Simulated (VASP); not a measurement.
Crystal: Bi.

```
Bi
1.0
     0.00000    2.62286    2.62286
     2.62286    0.00000    2.62286
     2.62286    2.62286    0.00000
Bi
1
Direct
  0.00000 0.00000 0.00000
```

| Property | Result |
| --- | --- |
| Program | VASP 6.6.1 |
| Task | relaxation of cell and atoms |
| Functional | r2SCAN |
| Potentials or basis | VASP PAW PBE potentials, release 64 (Bi_d) |
| Cutoff | 550 eV |
| k mesh | 6 × 6 × 6 |
| Occupations | gaussian, width 0.1 eV |
| Spin | no spin polarisation |

At the start: pressure -6.0 GPa; volume 36.09 Å³/atom.

**Question.** Where does the relaxation end?

**Answer.** Over 3 steps the energy falls by 105.1 meV/atom and the volume is 31.22 Å³/atom (-13.5 %); space group Fm-3m (No. 225, to 0.05 Å).

The path:
| step | energy change (eV) | largest force (eV/Å) | pressure (GPa) | volume (Å³) |
| --- | --- | --- | --- | --- |
| 1 | 0.0000 | 0.0000 | -6.03 | 36.09 |
| 2 | -0.0846 | 0.0000 | 3.90 | 29.44 |
| 3 | -0.1051 | 0.0000 | -0.01 | 31.22 |

Final structure:
```yaml
crystal:
  lattice:
    - [0.00000, 2.49932, 2.49932]
    - [2.49932, 0.00000, 2.49932]
    - [2.49932, 2.49932, 0.00000]
  atoms:
    - { symbol: Bi, position: [0.00000, 0.00000, 0.00000] }
```

Caveat: the PAW data sets were made with another functional, which shifts forces and pressure a little.
